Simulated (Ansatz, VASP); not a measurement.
One calculation of GeOs3, two programs

File INCAR:

```
PREC     = Accurate       # precision mode
ENCUT    = 520            # plane-wave cutoff, eV
EDIFF    = 1E-6           # SCF threshold, eV
ISMEAR   = -1             # smearing method
SIGMA    = 0.1            # smearing width, eV
LREAL    = F              # projectors in reciprocal space
LASPH    = T              # aspherical terms in the spheres
NELM     = 80             # most SCF steps
ALGO     = Normal         # electronic algorithm
ISIF     = 2              # what is computed and relaxed
LWAVE    = F              # write WAVECAR
LCHARG   = F              # write CHGCAR
NBANDS   = 48             # bands
```

The input KPOINTS:

```
Automatic mesh
0
Gamma
  4 4 4
```

The input POSCAR:

```
GeOs3
1.0
    5.3271592400      0.0000000000      0.0000000000
    0.0000000000      4.2826378300      0.0000000000
    0.0000000000      0.0000000000      4.5066773400
Ge Os
2 6
Direct
    0.0000000000      0.0000000000      0.3300000000
    0.5000000000      0.5000000000      0.6700000000
    0.2500000000      0.0000000000      0.8330000000
    0.7500000000      0.0000000000      0.8330000000
    0.7500000000      0.5000000000      0.1670000000
    0.2500000000      0.5000000000      0.1670000000
    0.0000000000      0.5000000000      0.6700000000
    0.5000000000      0.0000000000      0.3300000000
```

Input for Ansatz:

```yaml
crystal:
  lattice:
    - [5.32715924, 0.0, 0.0]
    - [0.0, 4.28263783, 0.0]
    - [0.0, 0.0, 4.50667734]
  atoms:
    - { symbol: Ge, position: [0.0, 0.0, 0.33] }
    - { symbol: Ge, position: [0.5, 0.5, 0.67] }
    - { symbol: Os, position: [0.25, 0.0, 0.833] }
    - { symbol: Os, position: [0.75, 0.0, 0.833] }
    - { symbol: Os, position: [0.75, 0.5, 0.167] }
    - { symbol: Os, position: [0.25, 0.5, 0.167] }
    - { symbol: Os, position: [0.0, 0.5, 0.67] }
    - { symbol: Os, position: [0.5, 0.0, 0.33] }
  symmetry: { tolerance: 0.0003 }
kpoints:
  mp_grid: { grid: [4, 4, 4], shift: [0, 0, 0] }
magnetization:
  spin_polarized: false
scf:
  occupations: { method: fermi_dirac }
  lower_state_search: standard
hamiltonian:
  pseudopotentials: { kind: paw }
  xc: lda
basis:
  ecutwfc: 420
output:
  forces: true
  stress: true
  eigenvalues: true
```

Alike in both runs: task single point; functional LDA; k mesh 4 × 4 × 4; no spin polarisation.

|  | VASP | Ansatz |
| --- | --- | --- |
| version | VASP 6.6.1 | Ansatz 0.2.0 |
| potentials or method | VASP PAW LDA potentials, release 64 (Ge_d, Os), cutoff 520 eV | PAW plane waves |
| occupations | fermi-dirac, width 0.1 eV | fermi-dirac |
| valence electrons in the cell | 76 | 124 |

VASP gave:

```
gap on the k mesh at the Fermi level (eV) : none
rms of the force components (eV/Å)        : 0.352
```

Question: What did Ansatz give for the same quantities?

Answer: gap on the k mesh at the Fermi level (eV): none; rms of the force components (eV/Å): 0.349.

LDA's correlation is that of Perdew and Zunger in VASP and of Perdew and Wang (1992) in Ansatz. Atom by atom the forces differ by 0.008 eV/Å (rms over components). A gap of «none» marks a metal or a gap that the smearing closes. VASP's potentials hold 76 valence electrons a cell and Ansatz's 124, so a difference there can come from the potentials and not from the codes.

The k mesh is coarse, so the values compare programs but aren't converged. Spin-orbit coupling is off throughout.
